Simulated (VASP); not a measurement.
Runs of VASP 6.6.1 on Si. The structure is that of space group Cmcm (No. 63), or close to it. The cells are those of the table. 

```csv
cell,gap on the mesh (eV),pressure (GPa),largest force (eV/Å)
"a = 3.920, b = 3.919, c = 6.365 Å, angles 90.0, 90.0, 123.4°, 4 atoms",(a),0.3,0.46
"a = 3.784, b = 3.952, c = 6.365 Å, angles 90.0, 90.0, 120.9°, 4 atoms",0.04,0.2,0.44
"a = 3.919, b = 3.885, c = 6.365 Å, angles 90.0, 90.0, 122.6°, 4 atoms",0.12,0.2,(b)
"a = 3.853, b = 3.952, c = 6.365 Å, angles 90.0, 90.0, 122.6°, 4 atoms",0.01,0.2,0.46
```

Alike in all rows: task single point; level PBE; potentials or basis VASP PAW PBE potentials, release 64 (Si); no spin polarisation; k mesh 12 × 12 × 6; cutoff (eV) 520; smearing gaussian 0.05 eV.

Q: Estimate the missing entries.

A: (a) 0.07; (b) 0.37.

A k mesh can miss the band edges.
